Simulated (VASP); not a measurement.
Crystal: PtSe2.

```
Pt Se
1.0
     3.72400    0.00000    0.00000
    -1.86200    3.22508    0.00000
     0.00000    0.00000    5.06200
Pt Se
1 2
Cartesian
  0.0000 0.0000 0.0000
  1.8620 1.0750 3.7965
  0.0000 2.1501 1.2655
```

```yaml
Program: VASP 6.6.1
Task: relaxation of cell and atoms
Functional: RPBE
Dispersion: D4
Potentials_or_basis: VASP PAW PBE potentials, release 64 (Pt, Se)
Cutoff: 600 eV
k_mesh: 8 × 8 × 5
Occupations: fermi-dirac, width 0.05 eV
Spin: no spin polarisation
```

At the start: pressure 1.8 GPa; volume 20.27 Å³/atom.

**Question.** Where does the relaxation end?

**Answer.** Over 16 steps the energy falls by 34.5 meV/atom and the volume is 19.06 Å³/atom (-5.9 %); space group P-3m1 (No. 164, to 0.1 Å) before and after.

The path:
```
step  energy change (eV)  largest force (eV/Å)  pressure (GPa)  volume (Å³)
   1              0.0000                0.7244            1.77        60.80
   2             -0.0061                0.0386           -4.53        62.78
   3             -0.0201                0.2957           -1.79        61.86
   4             -0.0473                0.2186           -1.46        60.75
   5             -0.0853                0.1167            0.44        57.50
   6             -0.0961                0.2738           -0.38        57.00
   7             -0.0962                0.2651           -0.34        57.03
   8             -0.1004                0.0481            1.47        56.48
   9             -0.1010                0.0384            0.96        56.63
  10             -0.1016                0.0111           -0.76        57.46
  11             -0.1031                0.0243            0.01        57.08
  12             -0.1031                0.0248            0.01        57.07
  13             -0.1031                0.0258            0.13        57.03
  14             -0.1031                0.0249            0.05        57.06
  15             -0.1032                0.0155            0.04        57.10
  16             -0.1034                0.0032            0.04        57.19
```

Final structure:
```xyz
3
Lattice="3.7548 0.0000 0.0000 -1.8774 3.2517 0.0000 0.0000 0.0000 4.6843" Properties=species:S:1:pos:R:3 pbc="T T T"
Pt    0.0000    0.0000    0.0000
Se    1.8774    1.0839    3.4003
Se    0.0000    2.1678    1.2840
```

Caveat: the dispersion term is far too large for a dense solid, which distorts pressure and volume; the PAW data sets were made with another functional, which shifts forces and pressure a little.
